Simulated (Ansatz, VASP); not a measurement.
## SiC in VASP and in Ansatz

```xyz
2
Lattice="0.0000 2.1790 2.1790 2.1790 0.0000 2.1790 2.1790 2.1790 0.0000" Properties=species:S:1:pos:R:3 pbc="T T T"
Si    0.0000    0.0000    0.0000
C     3.2685    3.2685    3.2685
```

Alike in both runs: task single point; functional PBEsol; k mesh 8 × 8 × 8; occupations fermi-dirac, width 0.05 eV; no spin polarisation.

```csv
,VASP,Ansatz
version,VASP 6.6.1,Ansatz 0.2.0
potentials or method,"VASP PAW PBE potentials, release 64 (Si, C), cutoff 600 eV",all-electron PAW datasets made for the crystal
```

VASP gave:

* gap on the k mesh at the Fermi level (eV): 1.23
* least direct gap on the mesh (eV): 4.44
* pressure (GPa): 0.0

Question: What did Ansatz give for the same quantities?

Answer: gap on the k mesh at the Fermi level (eV): 1.24; least direct gap on the mesh (eV): 4.45; pressure (GPa): -0.2.

VASP's potentials were made for PBE, not for PBEsol. Ansatz ran all-electron here, and VASP with PAW potentials.
